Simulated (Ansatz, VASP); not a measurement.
# One calculation of MgO, two programs

```
Mg O
1.0
     3.38050    0.00000    0.00000
    -1.69025    2.92760    0.00000
     0.00000    0.00000    4.15460
Mg O
2 2
Direct
  0.66667 0.33333 0.75000
  0.33333 0.66667 0.25000
  0.66667 0.33333 0.25000
  0.33333 0.66667 0.75000
```

Alike in both runs: task single point; functional PBE; k mesh 9 × 9 × 6; occupations gaussian, width 0.05 eV; no spin polarisation.

|  | VASP | Ansatz |
| --- | --- | --- |
| version | VASP 6.6.1 | Ansatz 0.2.0 |
| potentials or method | VASP PAW PBE potentials, release 64 (Mg, O), cutoff 520 eV | scalar-relativistic, plane waves, PAW |
| valence electrons in the cell | 16 | 32 |

VASP gave:

```
gap on the k mesh at the Fermi level (eV)                     : 3.77
least direct gap on the mesh (eV)                             : 3.77
pressure (GPa)                                                : 15.0
traceless stress, the component that is largest in VASP (GPa) : -3.12
```

What did Ansatz give for the same quantities?

gap on the k mesh at the Fermi level (eV): 3.79; least direct gap on the mesh (eV): 3.79; pressure (GPa): 15.5; traceless stress, the component that is largest in VASP (GPa): -2.93.

With one functional, cell and mesh, what is left measures potentials, basis and numerics. VASP's potentials hold 16 valence electrons a cell and Ansatz's 32, so a difference there can come from the potentials and not from the codes.
